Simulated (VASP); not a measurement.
Here is a VASP 6.6.1 calculation.

The input INCAR:

```
ALGO     = Normal         # electronic algorithm
EDIFF    = 1E-6           # SCF threshold, eV
ENCUT    = 520            # plane-wave cutoff, eV
GGA      = CA             # functional
ISIF     = 2              # what is computed and relaxed
ISMEAR   = -1             # smearing method
LASPH    = T              # aspherical terms in the spheres
LCHARG   = F              # write CHGCAR
LREAL    = F              # projectors in reciprocal space
LWAVE    = F              # write WAVECAR
NBANDS   = 31             # bands
NELM     = 60             # most SCF steps
PREC     = Accurate       # precision mode
SIGMA    = 0.1            # smearing width, eV
```

Contents of KPOINTS:

```
k-points
0
Gamma
  8 8 8
```

POSCAR

```
Yb
1.0
    0.0000000000      4.0874598133      4.0874598133
    4.0874598133      0.0000000000      4.0874598133
    4.0874598133      4.0874598133      0.0000000000
Yb
2
Direct
    0.1250000000      0.1250000000      0.1250000000
    0.8750000000      0.8750000000      0.8750000000
```

Potentials or basis: VASP PAW PBE potentials, release 64 (Yb).

Launch:

```sh
$ cat potpaw_PBE.64/Yb/POTCAR > POTCAR
$ mpirun -np 1 vasp_std > vasp.out
```

Task: Predict the pressure.

Result: 1.0 GPa.

Task: What does it give for the band gap on the k mesh?

Result: Zero (bands 24 and 25 overlap by 1.14 eV).

Caveat: the PAW data sets were made with another functional, which shifts forces and pressure a little; spin-orbit coupling is left out, which moves the levels of the heavy elements. Spin polarisation is off, so any magnetic state and its effect on volume and gap are missing.
